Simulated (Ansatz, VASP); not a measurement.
One calculation of LiNbO3, two programs

Contents of INCAR:

```
PREC     = Accurate       # precision mode
ENCUT    = 520            # plane-wave cutoff, eV
EDIFF    = 1E-6           # SCF threshold, eV
ISMEAR   = 0              # smearing method
SIGMA    = 0.05           # smearing width, eV
LREAL    = False          # projectors in reciprocal space
LASPH    = True           # aspherical terms in the spheres
NELM     = 80             # most SCF steps
ALGO     = Normal         # electronic algorithm
ISIF     = 2              # what is computed and relaxed
LWAVE    = False          # write WAVECAR
LCHARG   = True           # write CHGCAR
GGA      = PE             # functional
LELF     = True           # ELF
LVHAR    = True         
NBANDS   = 45             # bands
```

KPOINTS

```
Automatic mesh
0
Gamma
  6 6 6
```

Contents of POSCAR:

```
LiNbO3
1.0
    2.6724500000      1.5429397270      4.4452000000
   -2.6724500000      1.5429397270      4.4452000000
    0.0000000000     -3.0858794537      4.4452000000
Li Nb O
2 2 6
Direct
    0.2500000000      0.2500000000      0.2500000000
    0.7500000000      0.7500000000      0.7500000000
    0.0000000000      0.0000000000      0.0000000000
    0.5000000000      0.5000000000      0.5000000000
    0.1303353734      0.3696646266      0.7500000000
    0.7500000000      0.1303353734      0.3696646266
    0.3696646266      0.7500000000      0.1303353734
    0.8696646266      0.6303353734      0.2500000000
    0.2500000000      0.8696646266      0.6303353734
    0.6303353734      0.2500000000      0.8696646266
```

Input for Ansatz:

```yaml
crystal:
  lattice:
    - [2.67245, 1.542939727, 4.4452]
    - [-2.67245, 1.542939727, 4.4452]
    - [0.0, -3.0858794537, 4.4452]
  atoms:
    - { symbol: Li, position: [0.25, 0.25, 0.25] }
    - { symbol: Li, position: [0.75, 0.75, 0.75] }
    - { symbol: Nb, position: [0.0, 0.0, 0.0] }
    - { symbol: Nb, position: [0.5, 0.5, 0.5] }
    - { symbol: O, position: [0.1303353734, 0.3696646266, 0.75] }
    - { symbol: O, position: [0.75, 0.1303353734, 0.3696646266] }
    - { symbol: O, position: [0.3696646266, 0.75, 0.1303353734] }
    - { symbol: O, position: [0.8696646266, 0.6303353734, 0.25] }
    - { symbol: O, position: [0.25, 0.8696646266, 0.6303353734] }
    - { symbol: O, position: [0.6303353734, 0.25, 0.8696646266] }
basis:
  ecutwfc: 520.0
kpoints:
  mp_grid: { grid: [6, 6, 6] }
hamiltonian:
  xc: pbe
  pseudopotentials: { kind: paw, azcp: { folder: soft_1 } }
scf:
  occupations: { method: gaussian, width: 0.05 }
output:
  forces: true
  stress: true
  eigenvalues: true
```

Alike in both runs: task single point; functional PBE; k mesh 6 × 6 × 6; occupations gaussian, width 0.05 eV; no spin polarisation.

```csv
,VASP,Ansatz
version,VASP 6.6.1,Ansatz 0.2.0
potentials or method,"VASP PAW PBE potentials, release 64 (Li_sv, Nb_sv, O), cutoff 520 eV","scalar-relativistic, plane waves, PAW"
valence electrons in the cell,68,68
```

|  | VASP | Ansatz | Ansatz less VASP |
| --- | --- | --- | --- |
| gap on the k mesh at the Fermi level (eV) | 2.41 | 2.42 | +0.012 |
| least direct gap on the mesh (eV) | 2.44 | 2.45 | +0.012 |
| rms of the force components (eV/Å) | 0.093 | 0.085 | -0.0077 |

Atom by atom the forces differ by 0.008 eV/Å (rms over components). With one functional, cell and mesh, what is left measures potentials, basis and numerics.

Noted on VASP's run: the cutoff is under 1.25 times that of the potentials, so the pressure is a little rough.
